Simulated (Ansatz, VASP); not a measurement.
# F: VASP beside Ansatz

```
F
1.0
    14.00000    0.00000    0.00000
     0.00000   14.40000    0.00000
     0.00000    0.00000   14.80000
F
1
Cartesian
  7.0000 7.2000 7.4000
```

Alike in both runs: task single point; functional PBE; k mesh 1 × 1 × 1; occupations fermi-dirac, width 0.01 eV; collinear spin.

|  | VASP | Ansatz |
| --- | --- | --- |
| version | VASP 6.6.1 | Ansatz 0.2.0 |
| potentials or method | VASP PAW PBE potentials, release 64 (F), cutoff 520 eV | plane waves (420 eV) with PAW, scalar-relativistic |
| valence electrons in the cell | 7 | 7 |

```tsv
	VASP	Ansatz	Ansatz less VASP
gap on the k mesh at the Fermi level (eV)	9.97	0.95	-9.025
net moment per atom (μB)	1.00	1.00	0.000
size of the moment on the site where the two differ most (μB)	0.85	1.00	+0.153
```

Site moments also hang on the region over which each program counts them. One of these differences is far larger than is usual between the two programs; its cause wasn't traced.
